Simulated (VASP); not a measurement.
# Na5Li3F8 (P1) in VASP: single point with PBEsol

Aim: the single point of Na5Li3F8 with PBEsol.

Program: VASP 6.6.1. These are calculated values, not measurements. Logs are shortened: lines on timing, memory, paths and dates and some standing lists are left out, and cuts for length are marked.

## (1) The cell of the first run

The typed cell holds 64 atoms: a = 8.920 Å, b = 8.920 Å, c = 8.920 Å, α = 90.00°, β = 90.00°, γ = 90.00°.

## (2) Single point, PBEsol

INCAR reads:

```
PREC = Accurate
ENCUT = 520
EDIFF = 1E-7
ISMEAR = -1
SIGMA = 0.05
LREAL = Auto
LASPH = T
NELM = 80
ALGO = Normal
ISIF = 2
LWAVE = F
LCHARG = F
GGA = PS
NBANDS = 238
ISYM = 0
```

KPOINTS reads:

```
Automatic mesh
0
Gamma
  1 1 1
  0.25 0.25 0.25
```

POSCAR reads:

```
Na5Li3F8
1.0
    8.9196532229      0.0000000000      0.0000000000
    0.0000000000      8.9196532229      0.0000000000
    0.0000000000      0.0000000000      8.9196532229
F Na Li
32 20 12
Direct
    0.2626230000      0.9966100000      0.9982010000
    0.2739590000      0.0000690000      0.5029460000
    0.2627910000      0.5025680000      0.9978820000
    0.2588100000      0.5003440000      0.5032180000
    0.7347850000      0.9833490000      0.9806640000
    0.7315950000      0.9931790000      0.5206250000
    0.7342390000      0.5159470000      0.9804170000
    0.7326300000      0.4867510000      0.5173560000
    0.9976340000      0.2487530000      0.9989510000
    0.9861410000      0.2491390000      0.5013520000
    0.9730090000      0.7484720000      0.9998060000
    0.9856310000      0.7514860000      0.5015860000
    0.5039710000      0.2850060000      0.9803090000
    0.5155810000      0.2285390000      0.5144850000
    0.5184830000      0.7428990000      0.9695540000
    0.5128350000      0.7544840000      0.5138050000
    0.9991330000      0.9987030000      0.2506900000
    0.9858040000      0.9993420000      0.7506830000
    0.9977180000      0.5009440000      0.2486300000
    0.9834070000      0.4985060000      0.7496480000
    0.5039440000      0.9771480000      0.2171600000
    0.5148630000      0.0043280000      0.7560250000
    0.5015970000      0.5204730000      0.2869500000
    0.5140110000      0.5140700000      0.7394020000
    0.2536240000      0.2495890000      0.2510530000
    0.2651960000      0.2487250000      0.7489460000
    0.2611350000      0.7500820000      0.2525620000
    0.2596340000      0.7494140000      0.7510790000
    0.7469360000      0.2495790000      0.2537040000
    0.7334350000      0.2583160000      0.7395820000
    0.7328900000      0.7507650000      0.2873050000
    0.7365530000      0.7556110000      0.7406290000
    0.9953070000      0.9962440000      0.9988810000
    0.9905970000      0.0010380000      0.5025710000
    0.9948580000      0.5009350000      0.9975760000
    0.9900570000      0.5000600000      0.5008950000
    0.2588960000      0.2493800000      0.9982480000
    0.2603790000      0.2508920000      0.5019120000
    0.2652170000      0.7485350000      0.0024270000
    0.2559180000      0.7502670000      0.5016920000
    0.7442530000      0.2476740000      0.9925480000
    0.2593330000      0.9974360000      0.2501990000
    0.2584880000      0.9988510000      0.7519940000
    0.2576470000      0.5024270000      0.2506490000
    0.2574830000      0.4987860000      0.7493320000
    0.7440830000      0.9964420000      0.2543690000
    0.7429300000      0.5045510000      0.2522970000
    0.9983240000      0.2500510000      0.2523910000
    0.9928030000      0.2488980000      0.7480970000
    0.9909800000      0.7496550000      0.2512570000
    0.9931100000      0.7485020000      0.7495500000
    0.5022110000      0.2522940000      0.2505340000
    0.5160590000      0.9597240000      0.9969550000
    0.5110380000      0.0072750000      0.5367530000
    0.5142560000      0.5048470000      0.9594470000
    0.5148620000      0.5220020000      0.5070790000
    0.7314080000      0.2592130000      0.5199370000
    0.7394590000      0.7417940000      0.9612170000
    0.7370320000      0.7673970000      0.5093810000
    0.7367470000      0.9853160000      0.7495010000
    0.7378390000      0.4910880000      0.7380340000
    0.5098600000      0.2395690000      0.7525040000
    0.5130960000      0.7498590000      0.2825940000
    0.5129030000      0.7404320000      0.7439420000
```

Potentials or basis: VASP PAW PBE potentials, release 64 (F, Na_pv, Li_sv).

The run is started by

```console
$ cat potpaw_PBE.64/F/POTCAR potpaw_PBE.64/Na_pv/POTCAR potpaw_PBE.64/Li_sv/POTCAR > POTCAR
$ mpirun -np 1 vasp_std > vasp.out
```

OUTCAR:

```text
PREC = Accurate
   ENCUT = 520
   EDIFF = 1E-7
   ISMEAR = -1
   LREAL = Auto
   LASPH = T
   NELM = 80
   ISIF = 2
   GGA = PS
   ISYM = 0

 ion  position               nearest neighbor table
   1  0.263  0.997  0.998-  43 2.20  39 2.21  42 2.25  37 2.25
   2  0.274  0.000  0.503-  54 2.14  43 2.23  40 2.23  38 2.24  42 2.26
   3  0.263  0.503  0.998-  39 2.19  45 2.22  44 2.26  37 2.26
   4  0.259  0.500  0.503-  45 2.20  38 2.23  40 2.23  44 2.25
   5  0.735  0.983  0.981-  53 1.97  60 2.06  58 2.16  33 2.33
   6  0.732  0.993  0.521-  54 1.98  59 2.02  60 2.04  34 2.32
   7  0.734  0.516  0.980-  55 1.97  58 2.02  61 2.17  35 2.33
   8  0.733  0.487  0.517-  61 1.97  56 1.97  57 2.03  36 2.30
   9  0.998  0.249  0.999-  49 2.24  35 2.25  33 2.25  48 2.26  41 2.26  37 2.33
  10  0.986  0.249  0.501-  49 2.20  34 2.21  48 2.22  36 2.24
  11  0.973  0.748  1.000-  58 2.11  35 2.22  33 2.22  51 2.24  50 2.25
  12  0.986  0.751  0.502-  51 2.21  59 2.22  34 2.23  50 2.23  36 2.24
  13  0.504  0.285  0.980-  55 1.97  62 2.07  41 2.17  37 2.21
  14  0.516  0.229  0.514-  57 1.95  54 1.98  62 2.13  38 2.29
  15  0.518  0.743  0.970-  53 1.95  58 1.97  64 2.01  55 2.13  39 2.28
  16  0.513  0.754  0.514-  59 2.00  64 2.06  63 2.06  56 2.07  40 2.29
  17  0.999  0.999  0.251-  50 2.22  48 2.24  33 2.25  34 2.25  46 2.28  42 2.32
[... 19 lines left out ...]
  37  0.259  0.249  0.998-  13 2.21  26 2.22   1 2.25  25 2.26   3 2.26   9 2.33
  38  0.260  0.251  0.502-  26 2.20   4 2.23  25 2.24   2 2.24  14 2.29
  39  0.265  0.749  0.002-   3 2.19   1 2.21  27 2.23  28 2.24  15 2.28
  40  0.256  0.750  0.502-  27 2.22  28 2.22   4 2.23   2 2.23  16 2.29
  41  0.744  0.248  0.993-  13 2.17  30 2.26   9 2.26  29 2.33
  42  0.259  0.997  0.250-  27 2.21  21 2.21   1 2.25  25 2.25   2 2.26  17 2.32
  43  0.258  0.999  0.752-   1 2.20  28 2.22   2 2.23  26 2.23  22 2.29
  44  0.258  0.502  0.251-  23 2.21  27 2.21   4 2.25   3 2.26  25 2.26  19 2.32
  45  0.257  0.499  0.749-   4 2.20   3 2.22  26 2.23  28 2.24  24 2.29
  46  0.744  0.996  0.254-  21 2.17  31 2.21  29 2.26  17 2.28
  47  0.743  0.505  0.252-  23 2.18  31 2.22  19 2.27  29 2.27
  48  0.998  0.250  0.252-  10 2.22  19 2.24  17 2.24  29 2.24   9 2.26  25 2.28
  49  0.993  0.249  0.748-  10 2.20  18 2.23  20 2.23   9 2.24  30 2.32
  50  0.991  0.750  0.251-  19 2.22  17 2.22  12 2.23  11 2.25  31 2.32
  51  0.993  0.749  0.750-  12 2.21  20 2.23  18 2.24  11 2.24  32 2.29
  52  0.502  0.252  0.251-  29 2.18  25 2.22
  53  0.516  0.960  0.997-  15 1.95   5 1.97  21 1.97  22 2.19
  54  0.511  0.007  0.537-  22 1.96   6 1.98  14 1.98   2 2.14
  55  0.514  0.505  0.959-  24 1.96  13 1.97   7 1.97  15 2.13
  56  0.515  0.522  0.507-  23 1.97   8 1.97  24 2.07  16 2.07
  57  0.731  0.259  0.520-  14 1.95  30 1.96   8 2.03
  58  0.739  0.742  0.961-  32 1.97  15 1.97   7 2.02  11 2.11   5 2.16
  59  0.737  0.767  0.509-  31 1.99  16 2.00   6 2.02  32 2.07  12 2.22
  60  0.737  0.985  0.750-  22 1.99   6 2.04  32 2.05   5 2.06  18 2.23
  61  0.738  0.491  0.738-   8 1.97  24 2.01  30 2.08   7 2.17  20 2.19
  62  0.510  0.240  0.753-  30 2.00  13 2.07  22 2.10  14 2.13  26 2.18
  63  0.513  0.750  0.283-  31 1.96  23 2.05  16 2.06  21 2.11
  64  0.513  0.740  0.744-  32 2.00  15 2.01  24 2.02  16 2.06

IMPORTANT INFORMATION: All symmetrisations will be switched off!
NOSYMM: (Re-)initialisation of all symmetry stuff for point group C_1.

----------------------------------------------------------------------------------------

                                     Primitive cell

  volume of cell :     709.6495

  direct lattice vectors                    reciprocal lattice vectors
     8.919653223  0.000000000  0.000000000     0.112111982  0.000000000  0.000000000
     0.000000000  8.919653223  0.000000000     0.000000000  0.112111982  0.000000000
     0.000000000  0.000000000  8.919653223     0.000000000  0.000000000  0.112111982

  length of vectors
     8.919653223  8.919653223  8.919653223     0.112111982  0.112111982  0.112111982

  position of ions in fractional coordinates (direct lattice)
     0.262623000  0.996610000  0.998201000
     0.273959000  0.000069000  0.502946000
     0.262791000  0.502568000  0.997882000
     0.258810000  0.500344000  0.503218000
     0.734785000  0.983349000  0.980664000
     0.731595000  0.993179000  0.520625000
[... 56 lines left out ...]
     0.513096000  0.749859000  0.282594000
     0.512903000  0.740432000  0.743942000

  ion indices of the primitive-cell ions
   primitive index   ion index
                 1           1
                 2           2
                 3           3
[... 76 lines left out ...]

  Length of vectors
     0.112111982  0.112111982  0.112111982

  Shift w.r.t. Gamma in fractional coordinates (k-lattice)
     0.250000000  0.250000000  0.250000000

 Subroutine IBZKPT returns following result:
 ===========================================

 Found      4 irreducible k-points:

 Following reciprocal coordinates:
            Coordinates               Weight
  0.250000  0.250000  0.250000      2.000000
 -0.250000  0.250000  0.250000      2.000000
 -0.250000 -0.250000  0.250000      2.000000
  0.250000 -0.250000  0.250000      2.000000
   k-points           NKPTS =      4   k-points in BZ     NKDIM =      4   number of bands    NBANDS=    238
   number of dos      NEDOS =    301   number of ions     NIONS =     64
   total plane-waves  NPLWV = 343000
   dimension x,y,z NGX =    70 NGY =   70 NGZ =   70
   dimension x,y,z NGXF=   140 NGYF=  140 NGZF=  140
   ions per type =              32  20  12
   NGX,Y,Z   is equivalent  to a cutoff of  13.05, 13.05, 13.05 a.u.
   NGXF,Y,Z  is equivalent  to a cutoff of  26.09, 26.09, 26.09 a.u.
 SYSTEM =  unknown system
   PREC   = accura    normal or accurate (medium, high low for compatibility)
   ISTART =      0    job   : 0-new  1-cont  2-samecut
   ICHARG =      2    charge: 1-file 2-atom 10-const
   ISPIN  =      1    spin polarized calculation?
   LNONCOLLINEAR =      F non collinear calculations
   LSORBIT =      F    spin-orbit coupling
   LASPH  =      T    aspherical Exc in radial PAW
   ENCUT  =  520.0 eV  38.22 Ry    6.18 a.u.  16.58 16.58 16.58*2*pi/ulx,y,z
   NELM   =     80;   NELMIN=  2; NELMDL= -5     # of ELM steps
   EDIFF  = 0.1E-06   stopping-criterion for ELM
   LREAL  =      T    real-space projection
   EDIFFG = 0.1E-05   stopping-criterion for IOM
   NSW    =      0    number of steps for IOM
   IBRION =     -1    ionic relax: 0-MD 1-quasi-New 2-CG
   NFREE  =      0    steps in history (QN), initial steepest desc. (CG)
   ISIF   =      2    stress and relaxation
   ISYM   =      0    0-nonsym 1-usesym 2-fastsym
   POTIM  = 0.5000    time-step for ionic-motion
   TEBEG  =    0.0;   TEEND  =   0.0 temperature during run
   PSTRESS=    0.0 pullay stress
   NELECT =     400.0000    total number of electrons
   NUPDOWN=      -1.0000    fix difference up-down
   EMIN   =  10.00;   EMAX   =-10.00  energy-range for DOS
   EFERMI =   0.00;   METHOD = LEGACY
   ISMEAR =    -1;   SIGMA  =   0.05  broadening in eV -4-tet -1-fermi 0-gaus
   EFERMI_NEDOS =   21; number of points for ismear=-14 and -15
   IALGO  =     38    algorithm
   IMIX   =      4    mixing-type and parameters
     AMIX     =   0.40;   BMIX     =  1.00
     AMIX_MAG =   1.60;   BMIX_MAG =  1.00
  volume/ion in A,a.u.               =      11.09        74.83
  Fermi-wavevector in a.u.,A,eV,Ry     =   1.352322  2.555518 24.882001  1.828775
  Thomas-Fermi vector in A             =   2.479671
   LORBIT       =      0    0 simple, 1 ext, 2 COOP (PROOUT), +10 PAW based schemes
   GGA     = PS    functional components
   LHFCALC =     F    Hartree Fock is set to
   AEXX    =    0.0000 exact exchange contribution
   IVDW    =     0    specifies the selected vdW correction
   LEPSILON=     F    determine dielectric tensor
   LRPA    =     F    only Hartree local field effects (RPA)
 non-spin polarized calculation
  energy-cutoff  :      520.00
  volume of cell :      709.65
 maximum number of plane-waves:     19084
 NGX is ok and might be reduce to    70
   NGX = 33   NGY = 33   NGZ = 33

 number of electron     400.0000081 magnetization

 Free energy of the ion-electron system (eV)
  ---------------------------------------------------
  ext. energy  EPLUGINS =         0.00000000
  ---------------------------------------------------
  free energy    TOTEN  =      -290.78087071 eV

  energy without entropy =     -290.78087071  energy(sigma->0) =     -290.78087071

 E-fermi :  -0.6989     XC(G=0):  -9.4594

 val. band max:       -1.9750099090   @ k =  -0.2500  -0.2500   0.2500
 cond. band min:       5.1523323241   @ k =   0.2500  -0.2500   0.2500
 fundamental gap:      7.1273422332
 Fermi energy:        -0.6989027041

 k-point     1 :       0.2500    0.2500    0.2500
  band No.  band energies     occupation
      1     -42.6353      2.00000
      2     -42.6114      2.00000
      3     -42.5969      2.00000
      4     -42.5678      2.00000
      5     -42.5565      2.00000
      6     -42.5485      2.00000
[... 849 lines left out ...]
    211       8.3712      0.00000
    212       8.5141      0.00000
 [bands above 212 left out]

------------------------ aborting loop because EDIFF is reached ----------------------------------------

  FORCE on cell =-STRESS in cart. coord.  units (eV):
  Direction    XX          YY          ZZ          XY          YZ          ZX
  --------------------------------------------------------------------------------------
  -------------------------------------------------------------------------------------
  Total       -5.5251344      2.2609910      2.4927425     -0.0878226     -0.1230793     -0.2572388
  in kB      -12.4741085      5.1046445      5.6278705     -0.1982773     -0.2778764     -0.5807686
  external PRESSURE =      -0.5805312 kB  Pullay stress =       0.0000000 kB

 VOLUME and BASIS-vectors are now :
 -----------------------------------------------------------------------------
  energy-cutoff  :      520.00
  volume of cell :      709.65
      direct lattice vectors                 reciprocal lattice vectors
     8.919653223  0.000000000  0.000000000     0.112111982  0.000000000  0.000000000
     0.000000000  8.919653223  0.000000000     0.000000000  0.112111982  0.000000000
     0.000000000  0.000000000  8.919653223     0.000000000  0.000000000  0.112111982

 POSITION                                       TOTAL-FORCE (eV/Angst)
 -----------------------------------------------------------------------------------
      2.34251      8.88942      8.90361         0.004664      0.002581      0.005092
      2.44362      0.00062      4.48610         0.000573      0.000100     -0.004705
      2.34400      4.48273      8.90076         0.002985     -0.006414      0.003645
      2.30850      4.46289      4.48853         0.002329      0.001476     -0.006377
      6.55403      8.77113      8.74718         0.004479     -0.003275     -0.001152
      6.52557      8.85881      4.64379         0.000056      0.005933      0.003042
[... 56 lines left out ...]
      4.57664      6.68848      2.52064        -0.009128      0.001566     -0.006089
      4.57492      6.60440      6.63570        -0.009757      0.005873     -0.004704
 -----------------------------------------------------------------------------------
    total drift:                                0.007157      0.016930     -0.012971

  FREE ENERGIE OF THE ION-ELECTRON SYSTEM (eV)
  ---------------------------------------------------
  free  energy   TOTEN  =      -290.7808707141 eV

  energy  without entropy=     -290.7808707140  energy(sigma->0) =     -290.78087071
```

It took 54 min on 1 thread of AMD EPYC 7R43 (Zen 3), shared host; peak memory 0.88 GiB.

What came out:

| Property | Result |
| --- | --- |
| Free energy | -290.7809 eV |
| Largest force | 0.021 eV/Å |
| Band gap on the k mesh | 7.13 eV, indirect (the least direct gap lies 2.2 meV higher) |

Forces in eV/Å, atoms in the order of the input:
```
F    0.005  0.003  0.005
F    0.001  0.000 -0.005
F    0.003 -0.006  0.004
F    0.002  0.001 -0.006
F    0.004 -0.003 -0.001
F    0.000  0.006  0.003
F    0.004 -0.002 -0.004
F    0.000  0.001 -0.004
F    0.006  0.002  0.005
F   -0.004  0.003 -0.002
F   -0.008  0.004  0.000
F   -0.005 -0.004 -0.005
F   -0.004 -0.004 -0.003
F   -0.010  0.007  0.003
F    0.002 -0.011  0.004
F    0.004  0.004  0.000
F    0.007  0.005 -0.002
F   -0.004 -0.001 -0.001
F    0.005 -0.006  0.002
F   -0.003  0.004 -0.001
F   -0.002 -0.001  0.006
F    0.000 -0.001  0.013
F   -0.007  0.002 -0.006
F    0.004 -0.004 -0.008
F   -0.009  0.000 -0.002
F    0.004 -0.002  0.000
F    0.002  0.000  0.002
F    0.002 -0.001  0.000
F    0.009  0.001  0.006
F   -0.001 -0.003 -0.001
F    0.003 -0.003 -0.003
F   -0.004  0.001 -0.005
Na   0.004  0.003  0.004
Na   0.006 -0.001 -0.005
Na   0.004 -0.005  0.004
Na   0.003  0.001 -0.005
Na  -0.008 -0.002  0.005
Na  -0.006  0.000 -0.005
Na  -0.006  0.001  0.001
Na  -0.005  0.000 -0.002
Na   0.010 -0.004  0.005
Na  -0.009  0.006  0.003
Na  -0.007  0.000 -0.002
Na  -0.008 -0.006 -0.004
Na  -0.006 -0.001  0.003
Na   0.010  0.007  0.000
Na   0.009 -0.005 -0.006
Na   0.004  0.000 -0.002
Na   0.004 -0.001  0.004
Na   0.003  0.000 -0.002
Na   0.006 -0.001  0.002
Na  -0.005 -0.001 -0.002
Li  -0.013  0.012 -0.007
Li  -0.006 -0.010 -0.013
Li  -0.010  0.006  0.012
Li  -0.011 -0.005  0.008
Li   0.014 -0.007 -0.014
Li   0.011  0.005  0.012
Li   0.010 -0.004  0.009
Li   0.012  0.006  0.002
Li   0.010  0.001  0.010
Li  -0.008  0.003  0.001
Li  -0.009  0.002 -0.006
Li  -0.010  0.006 -0.005
```

Levels at points of the mesh, in eV from the valence-band top:
```tsv
k point	band 197	band 198	band 199	band 200	band 201	band 202	band 203	band 204
(0.25, 0.25, 0.25)	-0.09	-0.06	-0.02	0.00	7.13	8.20	8.31	8.51
```

Caveat: the k points lie up to 0.70 Å⁻¹ apart; the cutoff is under 1.25 times the usual one of these potentials, so pressure, stress and relaxed cells hold a basis-set (Pulay) error; the PAW data sets were made with another functional, which shifts forces and pressure a little. A k mesh can miss the band edges.
